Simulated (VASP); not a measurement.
The system is Ta2Al3.

```
CELL_PARAMETERS angstrom
4.09106 0.00000 0.00000
-2.04553 3.54296 0.00000
0.00000 0.00000 4.96211
ATOMIC_POSITIONS crystal
Ta 0.66667 0.33333 0.85756
Ta 0.33333 0.66667 0.14244
Al 0.66667 0.33333 0.36004
Al 0.33333 0.66667 0.63996
Al 0.00000 0.00000 0.00000
```

| Property | Result |
| --- | --- |
| Program | VASP 6.6.1 |
| Task | relaxation of cell and atoms |
| Functional | PBE |
| Potentials or basis | VASP PAW PBE potentials, release 64 (Ta_pv, Al) |
| Cutoff | 600 eV |
| k mesh | 6 × 6 × 4 |
| Occupations | gaussian, width 0.1 eV |
| Spin | no spin polarisation |

At the start: pressure 58.2 GPa; volume 14.38 Å³/atom.

Task: Where does the relaxation end?

Result: Over 14 steps the energy falls by 750.9 meV/atom and the volume is 19.68 Å³/atom (+36.8 %); space group P-3m1 (No. 164, to 0.05 Å).

The path:
| step | energy change (eV) | largest force (eV/Å) | pressure (GPa) | volume (Å³) |
| --- | --- | --- | --- | --- |
| 1 | 0.0000 | 0.8391 | 58.22 | 71.92 |
| 2 | 28.6042 | 0.8228 | 4.08 | 141.21 |
| 3 | 2.4741 | 2.0907 | -19.94 | 154.71 |
| 4 | 1.0137 | 2.2439 | -20.02 | 143.21 |
| 5 | -2.3037 | 0.3638 | 29.64 | 80.82 |
| 6 | -3.5267 | 1.5380 | -0.01 | 96.21 |
| 7 | -3.5280 | 1.4746 | 1.04 | 95.40 |
| 8 | -3.6648 | 0.6345 | 2.12 | 95.58 |
| 9 | -3.6685 | 0.7523 | 2.47 | 95.62 |
| 10 | -3.7191 | 0.4688 | -1.90 | 99.79 |
| 11 | -3.7199 | 0.5007 | -1.43 | 99.31 |
| 12 | -3.7499 | 0.1966 | -0.31 | 98.57 |
| 13 | -3.7521 | 0.1641 | 0.10 | 98.32 |
| 14 | -3.7546 | 0.0134 | -0.22 | 98.41 |

Final structure:
```cif
data_structure
_symmetry_space_group_name_H-M 'P 1'
_symmetry_Int_Tables_number 1
_cell_length_a 4.5253
_cell_length_b 4.5253
_cell_length_c 5.5491
_cell_angle_alpha 90.000
_cell_angle_beta 90.000
_cell_angle_gamma 120.000
_cell_volume 98.41
loop_
_atom_site_label
_atom_site_type_symbol
_atom_site_fract_x
_atom_site_fract_y
_atom_site_fract_z
_atom_site_occupancy
Ta1 Ta 0.66667 0.33333 0.88492 1
Ta2 Ta 0.33333 0.66667 0.11508 1
Al1 Al 0.66667 0.33333 0.38296 1
Al2 Al 0.33333 0.66667 0.61704 1
Al3 Al 0.00000 0.00000 0.00000 1
```

Caveat: the volume moved by over 15 % at a fixed basis, so the end points are rough.
